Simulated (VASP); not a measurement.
# AlNi (P4/mmm) in VASP: further runs

AlNi is run at these levels: PBE; tasks: single point, relaxation of cell and atoms.

Everything below comes from runs of VASP 6.6.1. Logs are shortened: lines on timing, memory, paths and dates and some standing lists are left out, and cuts for length are marked.

### 1 The cell of the first run

The typed cell holds 2 atoms: a = 2.894 Å, b = 2.894 Å, c = 2.895 Å, α = 90.00°, β = 90.00°, γ = 90.00°.

### 2 Single point, PBE

INCAR

```
SYSTEM = AlNi
  PREC = Accurate
  ENCUT = 520
  EDIFF = 1E-6
  ISMEAR = -1
  SIGMA = 0.15
  LREAL = .FALSE.
  LASPH = .TRUE.
  NELM = 60
  ALGO = Fast
  ISIF = 2
  LWAVE = .FALSE.
  LCHARG = .FALSE.
  GGA = PE
  NBANDS = 14
```

KPOINTS

```
regular mesh
0
G
  16 16 14
  0 0 0
```

POSCAR

```
AlNi
1.0
    2.0460877257     -2.0460877257      0.0000000000
    2.0460877257      2.0460877257      0.0000000000
    0.0000000000      0.0000000000      2.8954166639
Al Ni
1 1
Direct
    0.0000000000      0.0000000000      0.0000000000
    0.5000000000      0.5000000000      0.5000000000
```

Potentials or basis: VASP PAW PBE potentials, release 64 (Al, Ni).

The run is started by

```sh
$ cat potpaw_PBE.64/Al/POTCAR potpaw_PBE.64/Ni/POTCAR > POTCAR
$ mpirun -np 1 vasp_std > vasp.out
```

OUTCAR:

```text
SYSTEM = AlNi
   PREC = Accurate
   ENCUT = 520
   EDIFF = 1E-6
   ISMEAR = -1
   LREAL = .FALSE.
   LASPH = .TRUE.
   NELM = 60
   ISIF = 2
   GGA = PE

 ion  position               nearest neighbor table
   1  0.000  0.000  0.000-   2 2.51   2 2.51   2 2.51   2 2.51   2 2.51   2 2.51   2 2.51   2 2.51

   2  0.500  0.500  0.500-   1 2.51   1 2.51   1 2.51   1 2.51   1 2.51   1 2.51   1 2.51   1 2.51

  LATTYP: Found a simple tetragonal cell.
 ALAT       =     2.8936050115
 C/A-ratio  =     1.0006260884

  Lattice vectors:

 A1 = (   2.0460877257,  -2.0460877257,   0.0000000000)
 A2 = (   2.0460877257,   2.0460877257,   0.0000000000)
 A3 = (   0.0000000000,   0.0000000000,   2.8954166639)

Analysis of symmetry for initial positions (statically):
=====================================================================
 Subroutine PRICEL returns:
 Original cell was already a primitive cell.

 Routine SETGRP: Setting up the symmetry group for a
 simple tetragonal supercell.

 Subroutine GETGRP returns: Found 16 space group operations
 (whereof 16 operations were pure point group operations)
 out of a pool of 16 trial point group operations.

The static configuration has the point symmetry D_4h.

Analysis of symmetry for dynamics (positions and initial velocities):
=====================================================================
 Subroutine PRICEL returns:
 Original cell was already a primitive cell.

 Routine SETGRP: Setting up the symmetry group for a
 simple tetragonal supercell.

 Subroutine GETGRP returns: Found 16 space group operations
 (whereof 16 operations were pure point group operations)
 out of a pool of 16 trial point group operations.

The dynamic configuration has the point symmetry D_4h.

 Subroutine INISYM returns: Found 16 space group operations
 (whereof 16 operations are pure point group operations),
 and found     1 'primitive' translations

----------------------------------------------------------------------------------------

                                     Primitive cell

  volume of cell :      24.2432

  direct lattice vectors                    reciprocal lattice vectors
     2.046087726 -2.046087726  0.000000000     0.244368799 -0.244368799  0.000000000
     2.046087726  2.046087726  0.000000000     0.244368799  0.244368799  0.000000000
     0.000000000  0.000000000  2.895416664     0.000000000  0.000000000  0.345373435

  length of vectors
     2.893605011  2.893605011  2.895416664     0.345589670  0.345589670  0.345373435

  position of ions in fractional coordinates (direct lattice)
     0.000000000  0.000000000  0.000000000
     0.500000000  0.500000000  0.500000000
[... 85 lines left out ...]
   POTIM  = 0.5000    time-step for ionic-motion
   TEBEG  =    0.0;   TEEND  =   0.0 temperature during run
   PSTRESS=    0.0 pullay stress
   NELECT =      13.0000    total number of electrons
   NUPDOWN=      -1.0000    fix difference up-down
   EMIN   =  10.00;   EMAX   =-10.00  energy-range for DOS
   EFERMI =   0.00;   METHOD = LEGACY
   ISMEAR =    -1;   SIGMA  =   0.15  broadening in eV -4-tet -1-fermi 0-gaus
   EFERMI_NEDOS =   21; number of points for ismear=-14 and -15
   IALGO  =     68    algorithm
   IMIX   =      4    mixing-type and parameters
     AMIX     =   0.40;   BMIX     =  1.00
     AMIX_MAG =   1.60;   BMIX_MAG =  1.00
  volume/ion in A,a.u.               =      12.12        81.80
  Fermi-wavevector in a.u.,A,eV,Ry     =   1.330024  2.513381 24.068209  1.768963
  Thomas-Fermi vector in A             =   2.459142
   LORBIT       =      0    0 simple, 1 ext, 2 COOP (PROOUT), +10 PAW based schemes
   GGA     = PE    functional components
   LHFCALC =     F    Hartree Fock is set to
   AEXX    =    0.0000 exact exchange contribution
   IVDW    =     0    specifies the selected vdW correction
   LEPSILON=     F    determine dielectric tensor
   LRPA    =     F    only Hartree local field effects (RPA)
 non-spin polarized calculation
 RMM-DIIS sequential band-by-band and
  energy-cutoff  :      520.00
  volume of cell :       24.24
 maximum number of plane-waves:       672
 NGX is ok and might be reduce to    24
   NGX = 11   NGY = 11   NGZ = 11

 number of electron      13.0000013 magnetization

 Free energy of the ion-electron system (eV)
  ---------------------------------------------------
  ext. energy  EPLUGINS =         0.00000000
  ---------------------------------------------------
  free energy    TOTEN  =       -10.57032354 eV

  energy without entropy =      -10.50612146  energy(sigma->0) =      -10.53822250

 E-fermi :   9.8655     XC(G=0): -11.9831

 val. band max:        9.8603250667   @ k =   0.3125   0.0000   0.0000
 cond. band min:       9.8742765734   @ k =   0.4375   0.3125   0.5000
 fundamental gap:      0.0139515067
 Fermi energy:         9.8655109526

 k-point     1 :       0.0000    0.0000    0.0000
  band No.  band energies     occupation
      1      -1.1918      2.00000
      2       6.6743      2.00000
      3       6.6743      2.00000
      4       8.3194      1.99993
      5       8.3194      1.99993
      6       8.3206      1.99993
      7      15.2734      0.00000
      8      15.2956      0.00000
      9      15.2956      0.00000
     10      17.9218      0.00000
     11      17.9268      0.00000
     12      23.3424      0.00000
     13      30.6097      0.00000
     14      30.6187      0.00000
[... 377 lines left out ...]
      1       3.1560      2.00000
      2       3.4270      2.00000
      3       7.1952      2.00000
      4       7.5648      2.00000
      5       7.6530      2.00000
      6       8.3083      1.99994
      7       9.1908      1.97798
      8      16.7318      0.00000
      9      17.7050      0.00000
     10      20.2184      0.00000
     11      20.7032      0.00000
     12      20.9737      0.00000
     13      25.0609      0.00000
     14      25.6714      0.00000

 [... further k-points ...]
[... 5 lines left out ...]
  --------------------------------------------------------------------------------------
  -------------------------------------------------------------------------------------
  Total       -0.0221870     -0.0221870     -0.0226650      0.0000000     -0.0000000      0.0000000
  in kB       -1.4662917     -1.4662917     -1.4978803      0.0000000     -0.0000000      0.0000000
  external PRESSURE =      -1.4768213 kB  Pullay stress =       0.0000000 kB

 VOLUME and BASIS-vectors are now :
 -----------------------------------------------------------------------------
  energy-cutoff  :      520.00
  volume of cell :       24.24
      direct lattice vectors                 reciprocal lattice vectors
     2.046087726 -2.046087726  0.000000000     0.244368799 -0.244368799  0.000000000
     2.046087726  2.046087726  0.000000000     0.244368799  0.244368799  0.000000000
     0.000000000  0.000000000  2.895416664     0.000000000  0.000000000  0.345373435

 POSITION                                       TOTAL-FORCE (eV/Angst)
 -----------------------------------------------------------------------------------
      0.00000      0.00000      0.00000        -0.000000     -0.000000      0.000000
      2.04609      0.00000      1.44771         0.000000      0.000000      0.000000
 -----------------------------------------------------------------------------------
    total drift:                                0.000000     -0.000000     -0.000000

  FREE ENERGIE OF THE ION-ELECTRON SYSTEM (eV)
  ---------------------------------------------------
  free  energy   TOTEN  =       -10.5703235406 eV

  energy  without entropy=      -10.5061214585  energy(sigma->0) =      -10.53822250
```

Wall time 38 s (1 thread of Intel Xeon 6975P-C (Granite Rapids), shared host); peak memory 0.23 GiB.

Results:

- Free energy: -10.5703 eV
- Pressure: -0.1 GPa
- Band gap on the k mesh: zero (an odd number of electrons rules out a gap without spin polarisation)

Levels at points of the mesh, in eV from the Fermi level:
| k point | band 5 | band 6 | band 7 | band 8 | band 9 | band 10 |
| --- | --- | --- | --- | --- | --- | --- |
| (0.00, 0.00, 0.00) | -1.55 | -1.54 | 5.41 | 5.43 | 5.43 | 8.06 |
| (0.50, 0.00, 0.00) | -2.23 | -1.46 | -0.67 | 8.25 | 9.92 | 9.94 |
| (0.50, 0.50, 0.00) | -2.07 | -2.07 | -1.03 | 1.44 | 2.38 | 12.09 |
| (0.00, 0.00, 0.50) | -2.23 | -1.46 | -0.67 | 8.25 | 9.94 | 9.94 |
| (0.50, 0.00, 0.50) | -2.06 | -2.06 | -1.03 | 1.43 | 2.37 | 12.11 |
| (0.50, 0.50, 0.50) | -1.00 | 2.00 | 2.00 | 2.00 | 3.55 | 4.36 |

Spin polarisation is off, so any magnetic state and its effect on volume and gap are missing.

### 3 Relaxation of cell and atoms, PBE

INCAR

```
PREC = Accurate
ENCUT = 600
EDIFF = 1E-7
ISMEAR = -1
SIGMA = 0.15
LREAL = F
LASPH = T
NELM = 100
ALGO = Fast
ISIF = 3
LWAVE = F
LCHARG = F
GGA = PE
IBRION = 2
NSW = 80
EDIFFG = -0.001
```

KPOINTS

```
Automatic mesh
0
Gamma
  16 16 14
```

POSCAR

```
AlNi
1.0
    2.0428069413     -2.0428126718      0.0000000000
    2.0428069413      2.0428126718      0.0000000000
    0.0000000000      0.0000000000      2.9011416486
Al Ni
1 1
Direct
    0.0000000000      0.0000000000      0.0000000000
    0.5000000000      0.5000000000      0.5000000000
```

Potentials or basis: VASP PAW PBE potentials, release 64 (Al, Ni).

The run is started by

```sh
$ cat potpaw_PBE.64/Al/POTCAR potpaw_PBE.64/Ni/POTCAR > POTCAR
$ mpirun -np 1 vasp_std > vasp.out
```

OUTCAR:

```text
PREC = Accurate
   ENCUT = 600
   EDIFF = 1E-7
   ISMEAR = -1
   LREAL = F
   LASPH = T
   NELM = 100
   ISIF = 3
   GGA = PE
   IBRION = 2
   NSW = 80
   EDIFFG = -0.001

 ion  position               nearest neighbor table
   1  0.000  0.000  0.000-   2 2.51   2 2.51   2 2.51   2 2.51   2 2.51   2 2.51   2 2.51   2 2.51

   2  0.500  0.500  0.500-   1 2.51   1 2.51   1 2.51   1 2.51   1 2.51   1 2.51   1 2.51   1 2.51

  LATTYP: Found a simple tetragonal cell.
 ALAT       =     2.8889693338
 C/A-ratio  =     1.0042133763

  Lattice vectors:

 A1 = (   2.0428069413,  -2.0428126718,   0.0000000000)
 A2 = (   2.0428069413,   2.0428126718,   0.0000000000)
 A3 = (   0.0000000000,   0.0000000000,   2.9011416486)

Analysis of symmetry for initial positions (statically):
=====================================================================
 Subroutine PRICEL returns:
 Original cell was already a primitive cell.

 Routine SETGRP: Setting up the symmetry group for a
 simple tetragonal supercell.

 Subroutine GETGRP returns: Found 16 space group operations
 (whereof 16 operations were pure point group operations)
 out of a pool of 16 trial point group operations.

The static configuration has the point symmetry D_4h.

Analysis of symmetry for dynamics (positions and initial velocities):
=====================================================================
 Subroutine PRICEL returns:
 Original cell was already a primitive cell.

 Routine SETGRP: Setting up the symmetry group for a
 simple tetragonal supercell.

 Subroutine GETGRP returns: Found 16 space group operations
 (whereof 16 operations were pure point group operations)
 out of a pool of 16 trial point group operations.

The dynamic configuration has the point symmetry D_4h.

 Subroutine INISYM returns: Found 16 space group operations
 (whereof 16 operations are pure point group operations),
 and found     1 'primitive' translations

----------------------------------------------------------------------------------------
[... 141 lines left out ...]
  free energy    TOTEN  =       -10.57006002 eV

  energy without entropy =      -10.50600222  energy(sigma->0) =      -10.53803112

------------------------ aborting loop because EDIFF is reached ----------------------------------------

  FORCE on cell =-STRESS in cart. coord.  units (eV):
  Direction    XX          YY          ZZ          XY          YZ          ZX
  --------------------------------------------------------------------------------------
  -------------------------------------------------------------------------------------
  Total        0.0177418      0.0177419     -0.0203751      0.0000000      0.0000000      0.0000000
  in kB        1.1739582      1.1739648     -1.3482022      0.0000000      0.0000000      0.0000000
  external PRESSURE =       0.3332403 kB  Pullay stress =       0.0000000 kB
[... 89 lines left out ...]
  FREE ENERGIE OF THE ION-ELECTRON SYSTEM (eV)
  ---------------------------------------------------
  free  energy   TOTEN  =       -10.5701154942 eV

  energy  without entropy=      -10.5059107276  energy(sigma->0) =      -10.53801311

[... ionic steps 4 to 7 ...]

--------------------------------------- Ionic step        8  -------------------------------------------

 number of electron      13.0000018 magnetization

------------------------ aborting loop because EDIFF is reached ----------------------------------------
[... 67 lines left out ...]
--------------------------------------- Ionic step       10  -------------------------------------------

 number of electron      13.0000017 magnetization

 Free energy of the ion-electron system (eV)
  ---------------------------------------------------
  ext. energy  EPLUGINS =         0.00000000
  ---------------------------------------------------
  free energy    TOTEN  =       -10.57011799 eV

  energy without entropy =      -10.50594381  energy(sigma->0) =      -10.53803090

 E-fermi :   9.8675     XC(G=0): -11.9840

 val. band max:        9.8624574938   @ k =   0.3125   0.0000   0.0000
 cond. band min:       9.8763600356   @ k =   0.4375   0.3125   0.5000
 fundamental gap:      0.0139025418
 Fermi energy:         9.8675288684

 k-point     1 :       0.0000    0.0000    0.0000
  band No.  band energies     occupation
      1      -1.1908      2.00000
      2       6.6754      2.00000
      3       6.6754      2.00000
      4       8.3208      1.99993
      5       8.3208      1.99993
      6       8.3221      1.99993
      7      15.2767      0.00000
      8      15.2989      0.00000
      9      15.2990      0.00000
     10      17.9248      0.00000
[... 287 lines left out ...]
 k-point    24 :       0.5000    0.1250    0.0000
  band No.  band energies     occupation
      1       3.1578      2.00000
      2       3.4283      2.00000
      3       7.1964      2.00000
      4       7.5661      2.00000
      5       7.6543      2.00000
      6       8.3096      1.99994
      7       9.1925      1.97803
      8      16.7351      0.00000
      9      17.7084      0.00000
     10      20.2219      0.00000

 [... further k-points ...]
[... 5 lines left out ...]
  --------------------------------------------------------------------------------------
  -------------------------------------------------------------------------------------
  Total        0.0018774      0.0018774      0.0013995      0.0000000     -0.0000000      0.0000000
  in kB        0.1241005      0.1241012      0.0925073      0.0000000     -0.0000000      0.0000000
  external PRESSURE =       0.1135697 kB  Pullay stress =       0.0000000 kB
[... 17 lines left out ...]
  FREE ENERGIE OF THE ION-ELECTRON SYSTEM (eV)
  ---------------------------------------------------
  free  energy   TOTEN  =       -10.5701179907 eV

  energy  without entropy=      -10.5059438088  energy(sigma->0) =      -10.53803090

 reached required accuracy - stopping structural energy minimisation
```

OSZICAR:

```text
N       E                     dE             d eps       ncg     rms          rms(c)
DAV:   1     0.427583774454E+02    0.42758E+02   -0.62375E+03  7240   0.152E+03
DAV:   2    -0.106085997413E+02   -0.53367E+02   -0.50701E+02  7244   0.217E+02
[... 82 lines left out ...]
       N       E                     dE             d eps       ncg     rms          rms(c)
DAV:   1    -0.105701197321E+02   -0.17632E-05   -0.20528E-05  8126   0.850E-02    0.117E-02
RMM:   2    -0.105701214266E+02   -0.16945E-05   -0.20956E-05  7200   0.711E-02    0.159E-02
RMM:   3    -0.105701180842E+02    0.33424E-05   -0.75478E-06  7192   0.514E-02    0.225E-03
RMM:   4    -0.105701179839E+02    0.10031E-06   -0.10511E-07  4047   0.421E-03    0.828E-04
RMM:   5    -0.105701179907E+02   -0.68408E-08   -0.38691E-08  3648   0.321E-03
  10 F= -.10570118E+02 E0= -.10538031E+02  d E =-.203002E-05
```

It took 2.2 min on 1 thread of Intel Xeon 6975P-C (Granite Rapids), shared host; peak memory 0.26 GiB.

Results:

```yaml
Free_energy: -10.5701 eV
Relaxed_volume: 12.12 Å³/atom
Relaxed_cell: a = 2.893 Å, b = 2.893 Å, c = 2.895 Å, α = 90.00°, β = 90.00°, γ = 90.00°
Space_group_after_relaxing_to_0.1_Å: Pm-3m (No. 221)
Energy_gained_by_relaxing: 0.0 meV/atom
Ionic_steps: 10
Pressure_after_relaxing: 0.0 GPa
Band_gap_on_the_k_mesh: zero (an odd number of electrons rules out a gap without spin polarisation)
```

Final structure:
```
Al Ni
1.0
     2.04595   -2.04595    0.00000
     2.04595    2.04595    0.00000
     0.00000    0.00000    2.89522
Al Ni
1 1
Direct
  0.00000 0.00000 0.00000
  0.50000 0.50000 0.50000
```

Spin polarisation is off, so any magnetic state and its effect on volume and gap are missing.

### 4 Single point, PBE (11.88 Å³/atom)

This run uses another cell than the first one, of 11.88 Å³/atom.

INCAR

```
SYSTEM = AlNi
PREC = Accurate ; ENCUT = 520
EDIFF = 1E-7 ; ISMEAR = -1
SIGMA = 0.15 ; LREAL = .FALSE.
LASPH = .TRUE. ; NELM = 100
ALGO = Fast ; ISIF = 2
LWAVE = .FALSE. ; LCHARG = .FALSE.
GGA = PE ; NBANDS = 14
```

KPOINTS

```
regular mesh
0
G
  16 16 14
  0 0 0
```

POSCAR

```
AlNi
1.0
    2.0323551818     -2.0323551818      0.0000000000
    2.0323551818      2.0323551818      0.0000000000
    0.0000000000      0.0000000000      2.8759837452
Al Ni
1 1
Direct
    0.0000000000      0.0000000000      0.0000000000
    0.5000000000      0.5000000000      0.5000000000
```

The run is started by

```sh
$ cat potpaw_PBE.64/Al/POTCAR potpaw_PBE.64/Ni/POTCAR > POTCAR
$ mpirun -np 1 vasp_std > vasp.out
```

Wall time 92 s (1 thread of Intel Xeon 8259CL, shared host); peak memory 0.24 GiB.

It converged, with:

```
Free energy            : -10.5653 eV
Pressure               : 3.2 GPa
Band gap on the k mesh : zero (an odd number of electrons rules out a gap without spin polarisation)
```

Levels at points of the mesh, in eV from the Fermi level:
| k point | band 3 | band 4 | band 5 | band 6 | band 7 | band 8 | band 9 | band 10 | band 11 | band 12 |
| --- | --- | --- | --- | --- | --- | --- | --- | --- | --- | --- |
| (0.00, 0.00, 0.00) | -3.29 | -1.59 | -1.59 | -1.59 | 5.49 | 5.52 | 5.52 | 8.12 | 8.13 | 13.84 |
| (0.50, 0.00, 0.00) | -2.81 | -2.30 | -2.29 | -1.50 | -0.68 | 8.27 | 10.02 | 10.04 | 10.92 | 10.94 |
| (0.50, 0.50, 0.00) | -2.92 | -2.92 | -2.12 | -2.12 | -1.05 | 1.47 | 2.48 | 12.32 | 15.16 | 15.16 |
| (0.00, 0.00, 0.50) | -2.81 | -2.29 | -2.29 | -1.50 | -0.68 | 8.27 | 10.04 | 10.04 | 10.93 | 10.93 |
| (0.50, 0.00, 0.50) | -2.92 | -2.92 | -2.12 | -2.12 | -1.05 | 1.47 | 2.47 | 12.33 | 15.17 | 15.17 |
| (0.50, 0.50, 0.50) | -4.15 | -1.03 | -1.02 | 1.98 | 1.98 | 1.98 | 3.73 | 4.45 | 4.45 | 4.45 |

Caveat: the cell stands under pressure. Spin polarisation is off, so any magnetic state and its effect on volume and gap are missing.

### 5 The runs side by side

| task | cell | cutoff (eV) | gap on the mesh (eV) | pressure (GPa) |
| --- | --- | --- | --- | --- |
| single point | a = 2.894, b = 2.894, c = 2.895 Å, 2 atoms | 520 | none | -0.1 |
| relaxation of cell and atoms | relaxed from a = 2.889, b = 2.889, c = 2.901 Å, 2 atoms | 600 | none | 0.0 |
| single point | a = 2.874, b = 2.874, c = 2.876 Å, 2 atoms | 520 | none | 3.2 |

Alike in all rows: level PBE; potentials or basis VASP PAW PBE potentials, release 64 (Al, Ni); no spin polarisation; k mesh 16 × 16 × 14; smearing fermi-dirac 0.15 eV.

Caveats: the cell stands under pressure (at least some runs).

Absolute energies hang on the potentials; compare differences alone.
